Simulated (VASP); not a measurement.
Wanted: the native input for a VASP 6.6.1 run.

```
Task                   : single point
Functional             : PBEsol
Dispersion             : D3(BJ)
Potentials or basis    : VASP PAW PBE potentials, release 64 (Hg)
Cutoff                 : 520 eV
k mesh                 : 18 × 18 × 10
Occupations            : gaussian, width 0.15 eV
Spin                   : no spin polarisation
Dipole correction      : no
Further INCAR settings : ALGO = Fast; EDIFF = 1e-06; NBANDS = 19
```

The structure of Hg lies in POSCAR:

```
Hg
1.0
    3.3118000000      0.0000000000      0.0000000000
   -1.6559000000      2.8681029323      0.0000000000
    0.0000000000      0.0000000000      4.3274000000
Hg
2
Direct
    0.6666666667      0.3333333333      0.7500000000
    0.3333333333      0.6666666667      0.2500000000
```

One way to write it, as run:

INCAR

```
SYSTEM = Hg
  PREC = Accurate
  ENCUT = 520
  EDIFF = 1E-6
  ISMEAR = 0
  SIGMA = 0.15
  LREAL = .False.
  LASPH = .True.
  NELM = 100
  ALGO = Fast
  ISIF = 2
  LWAVE = .False.
  LCHARG = .False.
  GGA = PS
  IVDW = 12
  NBANDS = 19
```

KPOINTS

```
Automatic mesh
0
Gamma
  18 18 10
  0 0 0
```

Potentials or basis: VASP PAW PBE potentials, release 64 (Hg).

Command:

```sh
$ cat potpaw_PBE.64/Hg/POTCAR > POTCAR
$ mpirun -np 1 vasp_std > vasp.out
```

It gave:

```yaml
Pressure: 7.0 GPa
Band_gap_on_the_k_mesh: zero (band 12 reaches 5.41 eV, above the bottom of band 13 at 3.23 eV)
Dispersion_energy_per_atom: -0.488 eV
```

Caveat: the PAW data sets were made with another functional, which shifts forces and pressure a little; spin-orbit coupling is left out, which moves the levels of the heavy elements; pairwise dispersion overbinds metals, which lowers pressure and volume.

Run time: 48 s on 1 thread of Intel(R) Xeon(R) 6975P-C (Granite Rapids), with other jobs on the host, peak memory 0.28 GiB.
